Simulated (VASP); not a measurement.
# Cu5Mo in VASP: notebook, part 2 of 3

VASP 6.6.1.

## 3. Single point, PBE

This run uses another cell than the first one, of 13.66 Å³/atom, 1.068 times its volume.

File INCAR:

```
PREC = Accurate
ENCUT = 600
EDIFF = 1E-6
ISMEAR = 0
SIGMA = 0.2
LREAL = False
LASPH = True
NELM = 120
ALGO = Normal
ISIF = 2
LWAVE = False
LCHARG = True
GGA = PE
LELF = True
LVHAR = True
NBANDS = 44
GGA_COMPAT = False
```

File KPOINTS:

```
Automatic mesh
0
Gamma
  4 4 3
```

File POSCAR:

```
Cu5Mo
1.0
    4.3765189127      0.0000000000      0.0000000000
   -2.1882594563      3.7901765585      0.0000000000
    0.0000000000      0.0000000000      4.9403869929
Cu Mo
5 1
Direct
    0.3333333333      0.6666666667      0.5000000000
    0.6666666667      0.3333333333      0.5000000000
    0.3333333333      0.6666666667      0.0000000000
    0.6666666667      0.3333333333      0.0000000000
    0.0000000000      0.0000000000      0.5000000000
    0.0000000000      0.0000000000      0.0000000000
```

Potentials or basis: VASP PAW PBE potentials, release 64 (Cu, Mo_sv).

Command:

```console
cat potpaw_PBE.64/Cu/POTCAR potpaw_PBE.64/Mo_sv/POTCAR > POTCAR
mpirun -np 1 vasp_std > vasp.out
```

OUTCAR:

```text
PREC = Accurate
   ENCUT = 600
   EDIFF = 1E-6
   ISMEAR = 0
   LREAL = False
   LASPH = True
   NELM = 120
   ISIF = 2
   GGA = PE

 ion  position               nearest neighbor table
   1  0.333  0.667  0.500-   3 2.47   3 2.47   2 2.53   5 2.53   2 2.53   5 2.53   5 2.53   2 2.53

   2  0.667  0.333  0.500-   4 2.47   4 2.47   1 2.53   5 2.53   1 2.53   5 2.53   5 2.53   1 2.53

   3  0.333  0.667  0.000-   1 2.47   1 2.47   4 2.53   6 2.53   4 2.53   6 2.53   6 2.53   4 2.53

   4  0.667  0.333  0.000-   2 2.47   2 2.47   3 2.53   6 2.53   3 2.53   6 2.53   6 2.53   3 2.53

   5  0.000  0.000  0.500-   6 2.47   6 2.47   1 2.53   2 2.53   1 2.53   2 2.53   2 2.53   1 2.53

   6  0.000  0.000  0.000-   5 2.47   5 2.47   3 2.53   4 2.53   3 2.53   4 2.53   4 2.53   3 2.53

  LATTYP: Found a hexagonal cell.
 ALAT       =     4.3765189127
 C/A-ratio  =     1.1288394021

  Lattice vectors:

 A1 = (   4.3765189127,   0.0000000000,   0.0000000000)
 A2 = (  -2.1882594563,   3.7901765585,   0.0000000000)
 A3 = (   0.0000000000,   0.0000000000,   4.9403869929)

Analysis of symmetry for initial positions (statically):
=====================================================================
 Subroutine PRICEL returns:
 Original cell was already a primitive cell.

 Routine SETGRP: Setting up the symmetry group for a
 hexagonal supercell.

 Subroutine GETGRP returns: Found 24 space group operations
 (whereof 24 operations were pure point group operations)
 out of a pool of 24 trial point group operations.

The static configuration has the point symmetry D_6h.

Analysis of symmetry for dynamics (positions and initial velocities):
=====================================================================
 Subroutine PRICEL returns:
 Original cell was already a primitive cell.

 Routine SETGRP: Setting up the symmetry group for a
 hexagonal supercell.

 Subroutine GETGRP returns: Found 24 space group operations
 (whereof 24 operations were pure point group operations)
 out of a pool of 24 trial point group operations.

The dynamic configuration has the point symmetry D_6h.

 Subroutine INISYM returns: Found 24 space group operations
 (whereof 24 operations are pure point group operations),
 and found     1 'primitive' translations

----------------------------------------------------------------------------------------

                                     Primitive cell

  volume of cell :      81.9500

  direct lattice vectors                    reciprocal lattice vectors
     4.376518913  0.000000000  0.000000000     0.228492101  0.131919976  0.000000000
    -2.188259456  3.790176558  0.000000000     0.000000000  0.263839952  0.000000000
     0.000000000  0.000000000  4.940386993     0.000000000  0.000000000  0.202413293

  length of vectors
     4.376518913  4.376518913  4.940386993     0.263839952  0.263839952  0.202413293

  position of ions in fractional coordinates (direct lattice)
     0.333333333  0.666666667  0.500000000
     0.666666667  0.333333333  0.500000000
     0.333333333  0.666666667  0.000000000
     0.666666667  0.333333333  0.000000000
     0.000000000  0.000000000  0.500000000
     0.000000000  0.000000000  0.000000000

  ion indices of the primitive-cell ions
[... 36 lines left out ...]
  0.000000  0.000000  0.000000      1.000000
  0.250000 -0.000000  0.000000      6.000000
  0.500000 -0.000000  0.000000      3.000000
  0.250000  0.250000  0.000000      6.000000
  0.000000  0.000000  0.333333      2.000000
  0.250000 -0.000000  0.333333     12.000000
  0.500000 -0.000000  0.333333      6.000000
  0.250000  0.250000  0.333333     12.000000
   k-points           NKPTS =      8   k-points in BZ     NKDIM =      8   number of bands    NBANDS=     44
   number of dos      NEDOS =    301   number of ions     NIONS =      6
   total plane-waves  NPLWV =  51840
   dimension x,y,z NGX =    36 NGY =   36 NGZ =   40
   dimension x,y,z NGXF=    72 NGYF=   72 NGZF=   80
   ions per type =               5   1
   NGX,Y,Z   is equivalent  to a cutoff of  13.67, 13.67, 13.46 a.u.
   NGXF,Y,Z  is equivalent  to a cutoff of  27.35, 27.35, 26.92 a.u.
 SYSTEM =  unknown system
   PREC   = accura    normal or accurate (medium, high low for compatibility)
   ISTART =      0    job   : 0-new  1-cont  2-samecut
   ICHARG =      2    charge: 1-file 2-atom 10-const
   ISPIN  =      1    spin polarized calculation?
   LNONCOLLINEAR =      F non collinear calculations
   LSORBIT =      F    spin-orbit coupling
   LASPH  =      T    aspherical Exc in radial PAW
   ENCUT  =  600.0 eV  44.10 Ry    6.64 a.u.   8.74  8.74  9.87*2*pi/ulx,y,z
   NELM   =    120;   NELMIN=  2; NELMDL= -5     # of ELM steps
   EDIFF  = 0.1E-05   stopping-criterion for ELM
   LREAL  =      F    real-space projection
   EDIFFG = 0.1E-04   stopping-criterion for IOM
   NSW    =      0    number of steps for IOM
   IBRION =     -1    ionic relax: 0-MD 1-quasi-New 2-CG
   NFREE  =      0    steps in history (QN), initial steepest desc. (CG)
   ISIF   =      2    stress and relaxation
   ISYM   =      2    0-nonsym 1-usesym 2-fastsym
   POTIM  = 0.5000    time-step for ionic-motion
   TEBEG  =    0.0;   TEEND  =   0.0 temperature during run
   PSTRESS=    0.0 pullay stress
   NELECT =      69.0000    total number of electrons
   NUPDOWN=      -1.0000    fix difference up-down
   EMIN   =  10.00;   EMAX   =-10.00  energy-range for DOS
   EFERMI =   0.00;   METHOD = LEGACY
   ISMEAR =     0;   SIGMA  =   0.20  broadening in eV -4-tet -1-fermi 0-gaus
   EFERMI_NEDOS =   21; number of points for ismear=-14 and -15
   IALGO  =     38    algorithm
   IMIX   =      4    mixing-type and parameters
     AMIX     =   0.40;   BMIX     =  1.00
     AMIX_MAG =   1.60;   BMIX_MAG =  1.00
  volume/ion in A,a.u.               =      13.66        92.17
  Fermi-wavevector in a.u.,A,eV,Ry     =   1.545876  2.921283 32.514306  2.389734
  Thomas-Fermi vector in A             =   2.651193
   LORBIT       =      0    0 simple, 1 ext, 2 COOP (PROOUT), +10 PAW based schemes
   GGA     = PE    functional components
   LHFCALC =     F    Hartree Fock is set to
   AEXX    =    0.0000 exact exchange contribution
   IVDW    =     0    specifies the selected vdW correction
   LEPSILON=     F    determine dielectric tensor
   LRPA    =     F    only Hartree local field effects (RPA)
 non-spin polarized calculation
 Gauss-broadening in eV      SIGMA  =   0.20
  energy-cutoff  :      600.00
  volume of cell :       81.95
 maximum number of plane-waves:      2768
 NGX is ok and might be reduce to    36
   NGX = 17   NGY = 17   NGZ = 19

 number of electron      69.0000004 magnetization

 Free energy of the ion-electron system (eV)
  ---------------------------------------------------
  ext. energy  EPLUGINS =         0.00000000
  ---------------------------------------------------
  free energy    TOTEN  =       -26.35374726 eV

  energy without entropy =      -26.27525997  energy(sigma->0) =      -26.31450361

 E-fermi :   7.4039     XC(G=0): -12.2918

 val. band max:        7.1043598098   @ k =   0.2500   0.2500   0.0000
 cond. band min:       7.4043106093   @ k =   0.5000  -0.0000   0.3333
 fundamental gap:      0.2999507994
 Fermi energy:         7.4038631496

 k-point     1 :       0.0000    0.0000    0.0000
  band No.  band energies     occupation
      1     -53.6529      2.00000
      2     -27.7794      2.00000
      3     -27.7794      2.00000
      4     -27.7118      2.00000
      5      -0.8576      2.00000
      6       2.3172      2.00000
[... 365 lines left out ...]
     43      15.2958      0.00000
     44      15.6296      0.00000

------------------------ aborting loop because EDIFF is reached ----------------------------------------

  FORCE on cell =-STRESS in cart. coord.  units (eV):
  Direction    XX          YY          ZZ          XY          YZ          ZX
  --------------------------------------------------------------------------------------
  -------------------------------------------------------------------------------------
  Total        0.6731328      0.6731328      0.5761267      0.0000000     -0.0000000      0.0000000
  in kB       13.1601882     13.1601882     11.2636550      0.0000000     -0.0000000      0.0000000
  external PRESSURE =      12.5280105 kB  Pullay stress =       0.0000000 kB

 VOLUME and BASIS-vectors are now :
 -----------------------------------------------------------------------------
  energy-cutoff  :      600.00
  volume of cell :       81.95
      direct lattice vectors                 reciprocal lattice vectors
     4.376518913  0.000000000  0.000000000     0.228492101  0.131919976  0.000000000
    -2.188259456  3.790176558  0.000000000     0.000000000  0.263839952  0.000000000
     0.000000000  0.000000000  4.940386993     0.000000000  0.000000000  0.202413293

 POSITION                                       TOTAL-FORCE (eV/Angst)
 -----------------------------------------------------------------------------------
     -0.00000      2.52678      2.47019        -0.000000      0.000000     -0.000000
      2.18826      1.26339      2.47019        -0.000000     -0.000000     -0.000000
     -0.00000      2.52678      0.00000        -0.000000      0.000000     -0.000000
      2.18826      1.26339      0.00000         0.000000     -0.000000      0.000000
      0.00000      0.00000      2.47019        -0.000000      0.000000     -0.000000
      0.00000      0.00000      0.00000        -0.000000      0.000000     -0.000000
 -----------------------------------------------------------------------------------
    total drift:                                0.000000      0.000000      0.000000

  FREE ENERGIE OF THE ION-ELECTRON SYSTEM (eV)
  ---------------------------------------------------
  free  energy   TOTEN  =       -26.3537472563 eV

  energy  without entropy=      -26.2752599652  energy(sigma->0) =      -26.31450361
```

OSZICAR:

```text
N       E                     dE             d eps       ncg     rms          rms(c)
DAV:   1     0.773612699591E+03    0.77361E+03   -0.32638E+04   704   0.283E+03
DAV:   2     0.714922915665E+02   -0.70212E+03   -0.67841E+03   728   0.545E+02
DAV:   3    -0.263253432042E+02   -0.97818E+02   -0.91395E+02   768   0.239E+02
DAV:   4    -0.320465733528E+02   -0.57212E+01   -0.55094E+01  1036   0.706E+01
DAV:   5    -0.321307826066E+02   -0.84209E-01   -0.84018E-01  1032   0.829E+00    0.229E+01
DAV:   6    -0.329431880062E+02   -0.81241E+00   -0.78700E+01   820   0.164E+02    0.164E+01
DAV:   7    -0.264274608209E+02    0.65157E+01   -0.26666E+01   880   0.828E+01    0.289E+00
DAV:   8    -0.263931330126E+02    0.34328E-01   -0.22546E+00   860   0.258E+01    0.190E+00
DAV:   9    -0.263846098579E+02    0.85232E-02   -0.41612E-01   852   0.229E+01    0.159E+00
DAV:  10    -0.263620259934E+02    0.22584E-01   -0.79280E-02   940   0.904E+00    0.849E-01
DAV:  11    -0.263544898468E+02    0.75361E-02   -0.51986E-02  1032   0.399E+00    0.315E-01
DAV:  12    -0.263539277601E+02    0.56209E-03   -0.72473E-03   944   0.130E+00    0.126E-01
DAV:  13    -0.263538313576E+02    0.96402E-04   -0.50456E-04   872   0.439E-01    0.893E-02
DAV:  14    -0.263537464971E+02    0.84861E-04   -0.31203E-04   956   0.333E-01    0.258E-02
DAV:  15    -0.263537470002E+02   -0.50311E-06   -0.53805E-05  1008   0.918E-02    0.772E-03
DAV:  16    -0.263537472563E+02   -0.25611E-06   -0.93023E-06   736   0.322E-02
   1 F= -.26353747E+02 E0= -.26314504E+02  d E =-.784873E-01
```

stdout:

```text
POSCAR found type information on POSCAR CuMo
 POSCAR found :  2 types and       6 ions
 scaLAPACK will be used
 LDA part: xc-table for (Slater+PW92), standard interpolation
 POSCAR, INCAR and KPOINTS ok, starting setup
 FFT: planning ... GRIDC
 FFT: planning ... GRID_SOFT
 FFT: planning ... GRID
 WAVECAR not read
 entering main loop
```

Wall time 24 s (1 thread of Intel Xeon 6975P-C (Granite Rapids), shared host); peak memory 0.22 GiB.

What came out:

| Item | Value |
| --- | --- |
| Free energy | -26.3537 eV |
| Pressure | 1.3 GPa |

Levels at points of the mesh, in eV from the Fermi level:
| k point | band 30 | band 31 | band 32 | band 33 | band 34 | band 35 | band 36 | band 37 | band 38 | band 39 |
| --- | --- | --- | --- | --- | --- | --- | --- | --- | --- | --- |
| (0.00, 0.00, 0.00) | -1.66 | -1.66 | -1.56 | -1.36 | -0.31 | 0.60 | 0.60 | 3.37 | 4.32 | 4.32 |
| (0.50, 0.00, 0.00) | -1.51 | -1.24 | -0.52 | -0.41 | -0.34 | 0.60 | 0.67 | 0.81 | 2.35 | 2.71 |

Caveat: the k points lie up to 0.42 Å⁻¹ apart.

## 4. Single point, PBE

File INCAR:

```
SYSTEM = Cu5Mo
PREC = Accurate ; ENCUT = 600
EDIFF = 1E-6 ; ISMEAR = 0
SIGMA = 0.2 ; LREAL = .False.
LASPH = .True. ; NELM = 120
ALGO = Normal ; ISIF = 2
LWAVE = .False. ; LCHARG = .False.
GGA = PE ; NBANDS = 44
GGA_COMPAT = .False.
```

File KPOINTS:

```
Automatic mesh
0
Gamma
  5 5 3
  0 0 0
```

File POSCAR:

```
Cu5Mo
1.0
    4.1640656304      0.0000000000      0.0000000000
   -2.0820328152      3.6061866190      0.0000000000
    0.0000000000      0.0000000000      5.1177454696
Cu Mo
5 1
Direct
    0.3333333333      0.6666666667     -0.0051899614
    0.6666666667      0.3333333333     -0.0051899614
    0.3333333333      0.6666666667      0.5033115692
    0.6666666667      0.3333333333      0.5033115692
    0.0000000000      0.0000000000      0.7484984864
    0.0000000000      0.0000000000      0.2485522580
```

Command:

```console
cat potpaw_PBE.64/Cu/POTCAR potpaw_PBE.64/Mo_sv/POTCAR > POTCAR
mpirun -np 1 vasp_std > vasp.out
```

It took 32 s on 1 thread of Intel Xeon 6975P-C (Granite Rapids), shared host; peak memory 0.23 GiB.

Results (log left out):

```yaml
Free_energy: -27.8437 eV
Pressure: 0.5 GPa
Largest_force: 0.008 eV/Å
```

Forces on the atoms (eV/Å):
```
Cu   0.000  0.000 -0.007
Cu   0.000  0.000 -0.007
Cu   0.000  0.000  0.000
Cu   0.000  0.000  0.000
Cu   0.000  0.000  0.008
Mo   0.000  0.000  0.005
```

Stress tensor (GPa, compression positive):
```
0.47 0.00 0.00
0.00 0.47 0.00
0.00 0.00 0.71
```

Levels at points of the mesh, in eV from the Fermi level:
```csv
k point,band 30,band 31,band 32,band 33,band 34,band 35,band 36,band 37,band 38,band 39
"(0.00, 0.00, 0.00)",-1.78,-1.50,-0.32,-0.32,0.17,0.94,0.94,2.56,5.02,5.02
```

Caveat: the k points lie up to 0.41 Å⁻¹ apart.

(Part 2 of 3 ends here.)
